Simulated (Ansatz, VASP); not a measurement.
## Two plane-wave programs on Pd

```xyz
4
Lattice="2.8029 0.0000 0.0000 -1.4015 2.4274 0.0000 0.0000 0.0000 9.2599" Properties=species:S:1:pos:R:3 pbc="T T T"
Pd    0.0000    0.0000    0.0000
Pd    2.8029    0.0000    4.6299
Pd    0.0000    1.6183    2.3150
Pd    1.4015    0.8091    6.9449
```

Alike in both runs: task single point; functional BLYP; k mesh 14 × 14 × 4; occupations fermi-dirac, width 0.1 eV; no spin polarisation.

```csv
,VASP,Ansatz
version,VASP 6.6.1,Ansatz 0.2.0
potentials or method,"VASP PAW PBE potentials, release 64 (Pd), cutoff 520 eV","plane waves (420 eV) with PAW, scalar-relativistic"
valence electrons in the cell,40,72
```

```csv
,VASP,Ansatz,Ansatz less VASP
pressure (GPa),6.4,6.1,-0.34
"traceless stress, the component that is largest in VASP (GPa)",-0.48,-0.46,+0.025
```

VASP's potentials were made for PBE, not for BLYP. VASP's potentials hold 40 valence electrons a cell and Ansatz's 72, so a difference there can come from the potentials and not from the codes.
